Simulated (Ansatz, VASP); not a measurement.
## Co: VASP beside Ansatz

```
Co
1.0
     2.48027    0.00000    0.00000
    -1.24013    2.14798    0.00000
     0.00000    0.00000    8.08230
Co
4
Direct
  0.00000 0.00000 0.00000
  0.00000 0.00000 0.50000
  0.33333 0.66667 0.25000
  0.66667 0.33333 0.75000
```

Alike in both runs: task single point; functional r2SCAN; k mesh 17 × 17 × 5; occupations fermi-dirac, width 0.1 eV; no spin polarisation.

```csv
,VASP,Ansatz
version,VASP 6.6.1,Ansatz 0.2.0
potentials or method,"VASP PAW PBE potentials, release 64 (Co), cutoff 520 eV","plane waves (500 eV) with PAW, scalar-relativistic"
valence electrons in the cell,36,68
```

Ansatz gave:

| Property | Result |
| --- | --- |
| pressure (GPa) | -18.1 |
| traceless stress, the component that is largest in VASP (GPa) | -0.05 |

What did VASP give for the same quantities?

Pressure (GPa): -17.7; traceless stress, the component that is largest in VASP (GPa): -0.07.

VASP's potentials were made for PBE, not for r2SCAN. VASP's potentials hold 36 valence electrons a cell and Ansatz's 68, so a difference there can come from the potentials and not from the codes.
